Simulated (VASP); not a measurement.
# Ga2O3 (R-3c) in VASP: a series of runs, part 2 of 2

VASP 6.6.1. Earlier steps stand in the parts before.

### Step 4. Single point, r2SCAN (strain -2.0%)

The input, POSCAR:

```
Ga2O3
1.0
    2.4424145492      1.4101286974      4.3910311394
   -2.4424145492      1.4101286974      4.3910311394
    0.0000000000     -2.8202573949      4.3910311394
Ga O
4 6
Direct
    0.8553745944      0.8553745944      0.8553745944
    0.3553745944      0.3553745944      0.3553745944
    0.1446254056      0.1446254056      0.1446254056
    0.6446254056      0.6446254056      0.6446254056
    0.4463011537      0.0536988463      0.7500000000
    0.0536988463      0.7500000000      0.4463011537
    0.5536988463      0.9463011537      0.2500000000
    0.2500000000      0.5536988463      0.9463011537
    0.9463011537      0.2500000000      0.5536988463
    0.7500000000      0.4463011537      0.0536988463
```

The input, INCAR.step1:

```
PREC = Accurate
ENCUT = 520
ISMEAR = 0
SIGMA = 0.01
LREAL = F
LASPH = T
NELM = 80
NBANDS = 55
GGA = PE
ALGO = Normal
EDIFF = 1E-4
LWAVE = T
LCHARG = F
```

The input, INCAR.step2:

```
PREC = Accurate
ENCUT = 520
EDIFF = 1E-6
ISMEAR = 0
SIGMA = 0.01
LREAL = F
LASPH = T
NELM = 80
ALGO = Normal
ISIF = 2
LWAVE = F
LCHARG = F
METAGGA = R2SCAN
LMIXTAU = T
NBANDS = 55
ISTART = 1
```

The input, KPOINTS:

```
regular mesh
0
Gamma
  6 6 6
```

Potentials or basis: VASP PAW PBE potentials, release 64 (Ga_d, O).

Command:

```console
$ cat potpaw_PBE.64/Ga_d/POTCAR potpaw_PBE.64/O/POTCAR > POTCAR
$ cp INCAR.step1 INCAR
$ mpirun -np 1 vasp_std > vasp.out
$ cp INCAR.step2 INCAR
$ mpirun -np 1 vasp_std > vasp.out
```

OUTCAR:

```text
PREC = Accurate
   ENCUT = 520
   EDIFF = 1E-6
   ISMEAR = 0
   LREAL = F
   LASPH = T
   NELM = 80
   ISIF = 2
   METAGGA = R2SCAN
   ISTART = 1

 ion  position               nearest neighbor table
   1  0.855  0.855  0.855-   9 1.89   7 1.89   8 1.89  10 2.03   6 2.03   5 2.03   4 2.78   3 2.88
                             3 2.88   3 2.88
   2  0.355  0.355  0.355-  10 1.89   5 1.89   6 1.89   9 2.03   8 2.03   7 2.03   3 2.78   4 2.88
                             4 2.88   4 2.88
   3  0.145  0.145  0.145-   6 1.89   5 1.89  10 1.89   8 2.03   9 2.03   7 2.03   2 2.78   1 2.88
                             1 2.88   1 2.88
   4  0.645  0.645  0.645-   8 1.89   7 1.89   9 1.89   6 2.03  10 2.03   5 2.03   1 2.78   2 2.88
                             2 2.88   2 2.88
   5  0.446  0.054  0.750-   2 1.89   3 1.89   1 2.03   4 2.03
   6  0.054  0.750  0.446-   3 1.89   2 1.89   4 2.03   1 2.03
   7  0.554  0.946  0.250-   1 1.89   4 1.89   3 2.03   2 2.03
   8  0.250  0.554  0.946-   4 1.89   1 1.89   3 2.03   2 2.03
   9  0.946  0.250  0.554-   1 1.89   4 1.89   2 2.03   3 2.03
  10  0.750  0.446  0.054-   2 1.89   3 1.89   1 2.03   4 2.03

  LATTYP: Found a trigonal (rhomboedric) cell.
 ALAT       =     5.2187169152
[... 1596 lines left out ...]
     54      18.3487      0.00000
     55      18.6964      0.00000

 [... further k-points ...]

------------------------ aborting loop because EDIFF is reached ----------------------------------------

  FORCE on cell =-STRESS in cart. coord.  units (eV):
  Direction    XX          YY          ZZ          XY          YZ          ZX
  --------------------------------------------------------------------------------------
  -------------------------------------------------------------------------------------
  Total       11.1331251     11.1331251      9.7259674      0.0000000     -0.0000000     -0.0000000
  in kB      196.5765804    196.5765804    171.7305248      0.0000000     -0.0000000     -0.0000000
  external PRESSURE =     188.2945619 kB  Pullay stress =       0.0000000 kB

 VOLUME and BASIS-vectors are now :
 -----------------------------------------------------------------------------
  energy-cutoff  :      520.00
  volume of cell :       90.74
      direct lattice vectors                 reciprocal lattice vectors
     2.442414549  1.410128697  4.391031139     0.204715453  0.118192522  0.075912314
    -2.442414549  1.410128697  4.391031139    -0.204715453  0.118192522  0.075912314
     0.000000000 -2.820257395  4.391031139     0.000000000 -0.236385043  0.075912314

 POSITION                                       TOTAL-FORCE (eV/Angst)
 -----------------------------------------------------------------------------------
      0.00000     -0.00000     11.26793         0.000000      0.000000     -0.052849
      0.00000     -0.00000      4.68138         0.000000      0.000000     -0.052849
      0.00000     -0.00000      1.90516         0.000000     -0.000000      0.052849
      0.00000     -0.00000      8.49171         0.000000     -0.000000      0.052849
      0.95890     -1.41013      5.48879         0.047092      0.000000      0.000000
     -1.70066     -0.12537      5.48879        -0.023546     -0.040783      0.000000
     -0.95890      1.41013      7.68430        -0.047092      0.000000      0.000000
     -0.74176     -1.53549      7.68430         0.023546     -0.040783      0.000000
      1.70066      0.12537      7.68430         0.023546      0.040783      0.000000
      0.74176      1.53549      5.48879        -0.023546      0.040783      0.000000
 -----------------------------------------------------------------------------------
    total drift:                               -0.000000      0.000000      0.000000

  FREE ENERGIE OF THE ION-ELECTRON SYSTEM (eV)
  ---------------------------------------------------
  free  energy   TOTEN  =      -101.9704136628 eV

  energy  without entropy=     -101.9704136628  energy(sigma->0) =     -101.97041366
```

OUTCAR.step1:

```text
PREC = Accurate
   ENCUT = 520
   ISMEAR = 0
   LREAL = F
[... 1651 lines left out ...]
     -0.95890      1.41013      7.68430        -0.011800      0.000000      0.000000
     -0.74176     -1.53549      7.68430         0.005900     -0.010219      0.000000
      1.70066      0.12537      7.68430         0.005900      0.010219      0.000000
      0.74176      1.53549      5.48879        -0.005900      0.010219      0.000000
 -----------------------------------------------------------------------------------
    total drift:                               -0.000000      0.000000      0.000000

  FREE ENERGIE OF THE ION-ELECTRON SYSTEM (eV)
  ---------------------------------------------------
  free  energy   TOTEN  =       -58.5814313783 eV

  energy  without entropy=      -58.5814313783  energy(sigma->0) =      -58.58143138
```

OSZICAR.step1:

```text
N       E                     dE             d eps       ncg     rms          rms(c)
DAV:   1     0.121534789317E+04    0.12153E+04   -0.39792E+04  4311   0.306E+03
DAV:   2     0.194831652622E+03   -0.10205E+04   -0.95593E+03  3584   0.828E+02
DAV:   3    -0.482141073768E+02   -0.24305E+03   -0.23646E+03  4001   0.264E+02
DAV:   4    -0.667522782832E+02   -0.18538E+02   -0.18343E+02  4402   0.793E+01
DAV:   5    -0.673974715424E+02   -0.64519E+00   -0.64397E+00  4566   0.152E+01    0.175E+01
DAV:   6    -0.584203259666E+02    0.89771E+01   -0.27263E+01  6309   0.636E+01    0.441E+00
DAV:   7    -0.586213869493E+02   -0.20106E+00   -0.35453E+00  3990   0.101E+01    0.327E+00
DAV:   8    -0.586208590013E+02    0.52795E-03   -0.49833E-01  5611   0.695E+00    0.139E+00
DAV:   9    -0.585807399983E+02    0.40119E-01   -0.23291E-01  5514   0.593E+00    0.238E-01
DAV:  10    -0.585811923713E+02   -0.45237E-03   -0.15370E-02  5206   0.119E+00    0.576E-02
DAV:  11    -0.585814236782E+02   -0.23131E-03   -0.17534E-03  4244   0.441E-01    0.204E-02
DAV:  12    -0.585814313783E+02   -0.77002E-05   -0.22968E-04  2795   0.208E-01
   1 F= -.58581431E+02 E0= -.58581431E+02  d E =-.982576E-54
```

Wall time 7.2 min (1 thread of Intel Xeon Platinum 8559C (Emerald Rapids), shared host); peak memory 0.32 GiB.

What came out:

| Item | Value |
| --- | --- |
| Free energy | -101.9704 eV |
| Pressure | 18.8 GPa |
| Largest force | 0.053 eV/Å |
| Band gap on the k mesh | 4.24 eV (least direct gap 4.53 eV) |

Forces in eV/Å, atoms in the order of the input:
```
Ga   0.000  0.000 -0.053
Ga   0.000  0.000 -0.053
Ga   0.000  0.000  0.053
Ga   0.000  0.000  0.053
O    0.047  0.000  0.000
O   -0.024 -0.041  0.000
O   -0.047  0.000  0.000
O    0.024 -0.041  0.000
O    0.024  0.041  0.000
O   -0.024  0.041  0.000
```

Caveat: the cell differs from its parent crystal (strain -2.0%); the cell stands under pressure; the PAW data sets were made with another functional, which shifts forces and pressure a little. A k mesh can miss the band edges.

### Step 5. Summary

| level | cell | smearing | gap on the mesh (eV) | pressure (GPa) | largest force (eV/Å) |
| --- | --- | --- | --- | --- | --- |
| PBE | a = 5.485 Å, angles 55.8°, 10 atoms, atomic positions A | fermi-dirac 0.02 eV | 1.93 | -7.4 | 0.04 |
| r2SCAN | a = 5.165 Å, angles 55.8°, 10 atoms, atomic positions B | gaussian 0.01 eV | 4.61 | 29.1 | 0.06 |
| r2SCAN | a = 5.219 Å, angles 55.8°, 10 atoms, atomic positions B | gaussian 0.01 eV | 4.24 | 18.8 | 0.05 |

Alike in all rows: task single point; potentials or basis VASP PAW PBE potentials, release 64 (Ga_d, O); no spin polarisation; k mesh 6 × 6 × 6; cutoff (eV) 520.

Caveats: the cell stands under pressure (at least some runs); the PAW data sets were made with another functional, which shifts forces and pressure a little (at least some runs); the cell stands under tension (at least some runs).

Absolute energies hang on the potentials; compare differences alone.
